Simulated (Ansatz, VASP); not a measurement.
**Two plane-wave programs on TiO2**

INCAR

```
  PREC = Accurate
  ENCUT = 520
  EDIFF = 1E-7
  ISMEAR = 0
  SIGMA = 0.05
  LREAL = F
  LASPH = T
  NELM = 150
  ALGO = Normal
  ISIF = 2
  LWAVE = F
  LCHARG = F
  LMAXMIX = 4
  LDAU = T
  LDAUTYPE = 2
  LDAUL = 2 -1
  LDAUU = 4 0
  LDAUJ = 0 0
  LDAUPRINT = 1
  GGA = PE
  IVDW = 12
  NBANDS = 19
```

File KPOINTS:

```
regular mesh
0
Gamma
  9 9 9
```

File POSCAR:

```
TiO2
1.0
    1.4689500000      0.8480986779      3.8378333333
   -1.4689500000      0.8480986779      3.8378333333
    0.0000000000     -1.6961973559      3.8378333333
Ti O
1 2
Direct
    0.0000000000      0.0000000000      0.0000000000
    0.6017580785      0.6017580785      0.6017580785
    0.3982419215      0.3982419215      0.3982419215
```

Input for Ansatz:

```yaml
crystal:
  lattice:
    - [1.46895, 0.8480986779, 3.8378333333]
    - [-1.46895, 0.8480986779, 3.8378333333]
    - [0.0, -1.6961973559, 3.8378333333]
  atoms:
    - { symbol: Ti, position: [0.0, 0.0, 0.0] }
    - { symbol: O, position: [0.6017580785, 0.6017580785, 0.6017580785] }
    - { symbol: O, position: [0.3982419215, 0.3982419215, 0.3982419215] }
basis:
  ecutwfc: 520.0
kpoints:
  mp_grid: { grid: [9, 9, 9] }
hamiltonian:
  xc: pbe
  pseudopotentials: { kind: paw, azcp: { folder: soft_1 } }
  dispersion: d3bj
  hubbard: { sites: [{ species: Ti, l: d, u_eff: 4.0 }] }
scf:
  occupations: { method: gaussian, width: 0.05 }
output:
  forces: true
  stress: true
  eigenvalues: true
```

Alike in both runs: task single point; functional PBE; dispersion D3(BJ); k mesh 9 × 9 × 9; occupations gaussian, width 0.05 eV; no spin polarisation; Hubbard terms Ti d U = 4.0 eV.

```csv
,VASP,Ansatz
version,VASP 6.6.1,Ansatz 0.2.0
potentials or method,"VASP PAW PBE potentials, release 64 (Ti_sv, O), cutoff 520 eV","scalar-relativistic, plane waves, PAW"
valence electrons in the cell,24,24
```

```tsv
	VASP	Ansatz	Ansatz less VASP
gap on the k mesh at the Fermi level (eV)	2.81	2.82	+0.018
least direct gap on the mesh (eV)	3.30	3.33	+0.031
rms of the force components (eV/Å)	2.396	2.171	-0.2249
```

The programs project onto different local orbitals, so the same U acts differently, and such runs can settle in different states. Atom by atom the forces differ by 0.225 eV/Å (rms over components).
